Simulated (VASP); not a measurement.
Wanted: the native input for a VASP 6.6.1 run.

- Task: molecular dynamics
- Functional: PBE
- Potentials or basis: VASP PAW PBE potentials, release 64 (Si, N)
- Cutoff: 520 eV
- k mesh: 1 × 1 × 1
- Occupations: fermi-dirac, width 0.131 eV
- Spin: no spin polarisation
- Dipole correction: no
- Further INCAR settings: ALGO = Normal; EDIFF = 1e-05; ISYM = 0; IBRION = 0; POTIM = 2.0; NSW = 40

The structure of Si3N4 lies in POSCAR:

```
Si3N4
1.0
    5.3378070000     -0.0461070000     -0.0620370000
   -0.0461070000      5.3190510000      0.1015160000
   -0.0620370000      0.1015160000      5.4132090000
Si N
6 8
Direct
    0.8155152683      0.7636284386      0.8614382592
    0.1475140803      0.2720964758      0.1581193728
    0.6647497746      0.5093821508      0.3829503733
    0.1843811082      0.7630613004      0.3960975755
    0.6059315501      0.2806327362      0.8955679875
    0.3269591532      0.7822549911      0.9367260935
    0.1280651646      0.8169701352      0.6929385942
    0.6936572860      0.5242499373      0.6659417131
    0.1741589696      0.4113984416      0.4246815679
    0.8319980527      0.3897401451      0.1405898458
    0.3370116454      0.4327573309      0.9327373509
    0.4807051407      0.7856005990      0.3292004419
    0.6134241983      0.9820527836      0.7632258340
    0.1462535755      0.9490351513      0.1151613091
```

One way to write it, as run:

INCAR

```
PREC = Accurate
ENCUT = 520
EDIFF = 1E-5
ISMEAR = -1
SIGMA = 0.131
LREAL = F
LASPH = T
NELM = 100
ALGO = Normal
ISIF = 2
LWAVE = F
LCHARG = F
GGA = PE
ISYM = 0
IBRION = 0
NSW = 40
POTIM = 2.0
TEBEG = 1520.0
TEEND = 1520.0
NELMIN = 4
RANDOM_SEED = 17525 0 0
MDALGO = 3
LANGEVIN_GAMMA = 15 15
```

KPOINTS

```
regular mesh
0
Gamma
  1 1 1
```

Potentials or basis: VASP PAW PBE potentials, release 64 (Si, N).

Command:

```sh
$ cat potpaw_PBE.64/Si/POTCAR potpaw_PBE.64/N/POTCAR > POTCAR
$ mpirun -np 1 vasp_gam > vasp.out
```

It took 9 min on 1 thread of Intel Xeon 8259CL (shared host), peak memory 0.23 GiB.
